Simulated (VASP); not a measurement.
A run of VASP 6.6.1 is set up as follows.

The input INCAR:

```
SYSTEM = As
PREC = Accurate
ENCUT = 500
EDIFF = 1E-6
ISMEAR = 0
SIGMA = 0.1
LREAL = .False.
LASPH = .True.
NELM = 120
ALGO = Normal
ISIF = 2
LWAVE = .False.
LCHARG = .False.
GGA = PE
IVDW = 12
NBANDS = 12
GGA_COMPAT = .False.
```

The input KPOINTS:

```
Automatic mesh
0
Gamma
  6 6 6
  0 0 0
```

Contents of POSCAR:

```
As
1.0
    1.8774110887      1.0839237974      3.7043351684
   -1.8774110887      1.0839237974      3.7043351684
    0.0000000000     -2.1678475948      3.7043351684
As
2
Direct
    0.2244335900      0.2244335900      0.2244335900
    0.7755664100      0.7755664100      0.7755664100
```

Potentials or basis: VASP PAW PBE potentials, release 64 (As).

Command:

```sh
$ cat potpaw_PBE.64/As/POTCAR > POTCAR
$ mpirun -np 1 vasp_std > vasp.out
```

(1) Estimate the dispersion energy per atom.

(2) Estimate the band gap on the k mesh.

Results:

(1) -0.398 eV.

(2) zero (band 5 reaches 4.81 eV, above the bottom of band 6 at 4.73 eV).
